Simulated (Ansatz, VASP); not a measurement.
**Ag: VASP beside Ansatz**

File POSCAR:

```
Ag
1.0
    0.0000000000      2.8449690438      2.8449690438
    2.8449690438      0.0000000000      2.8449690438
    2.8449690438      2.8449690438      0.0000000000
Ag
2
Direct
    0.1250000000      0.1250000000      0.1250000000
    0.8750000000      0.8750000000      0.8750000000
```

The input INCAR.step1:

```
  PREC = Accurate
  ENCUT = 600
  ISMEAR = -1
  SIGMA = 0.1
  LREAL = F
  LASPH = T
  NELM = 100
  GGA = PE
  ALGO = Normal
  EDIFF = 1E-4
  LWAVE = T
  LCHARG = F
```

File INCAR.step2:

```
  PREC = Accurate
  ENCUT = 600
  EDIFF = 1E-6
  ISMEAR = -1
  SIGMA = 0.1
  LREAL = F
  LASPH = T
  NELM = 100
  ALGO = Normal
  ISIF = 3
  LWAVE = F
  LCHARG = F
  METAGGA = R2SCAN
  LMIXTAU = T
  IBRION = 2
  NSW = 80
  EDIFFG = -0.01
  ISTART = 1
```

File KPOINTS:

```
regular mesh
0
Gamma
  10 10 10
```

Input for Ansatz:

```yaml
crystal:
  lattice:
    - [0.0, 2.8449690438, 2.8449690438]
    - [2.8449690438, 0.0, 2.8449690438]
    - [2.8449690438, 2.8449690438, 0.0]
  atoms:
    - { symbol: Ag, position: [0.125, 0.125, 0.125] }
    - { symbol: Ag, position: [0.875, 0.875, 0.875] }
hamiltonian:
  xc: r2scan
  pseudopotentials:
    kind: paw
    azcp:
      Ag: "pseudopotentials/Ag.paw.azcp"
basis:
  ecutwfc: 500
  fft_grid_basis: typed
kpoints:
  mp_grid: { grid: [10, 10, 10], shift: [0, 0, 0] }
magnetization:
  spin_polarized: false
scf:
  occupations: { method: fermi_dirac, width: 0.1 }
relax:
  max_steps: 60
  f_tol: 0.01
  cell: {}
```

Alike in both runs: task relaxation of cell and atoms; functional r2SCAN; k mesh 10 × 10 × 10; occupations fermi-dirac, width 0.1 eV; no spin polarisation.

|  | VASP | Ansatz |
| --- | --- | --- |
| version | VASP 6.6.1 | Ansatz 0.2.0 |
| potentials or method | VASP PAW PBE potentials, release 64 (Ag), cutoff 600 eV | plane waves (500 eV) with PAW, scalar-relativistic |
| valence electrons in the cell | 22 | 38 |

|  | VASP | Ansatz | Ansatz less VASP |
| --- | --- | --- | --- |
| relaxed volume (Å³/atom) | 28.35 | 28.30 | -0.056 |
| relaxed length of the cell vector where the two differ most in proportion (Å) | 4.312 | 4.310 | -0.0028 |

VASP's potentials were made for PBE, not for r2SCAN. VASP's potentials hold 22 valence electrons a cell and Ansatz's 38, so a difference there can come from the potentials and not from the codes.

Noted on VASP's run: the volume moved by over 15 % at a fixed basis, so the end points are rough.
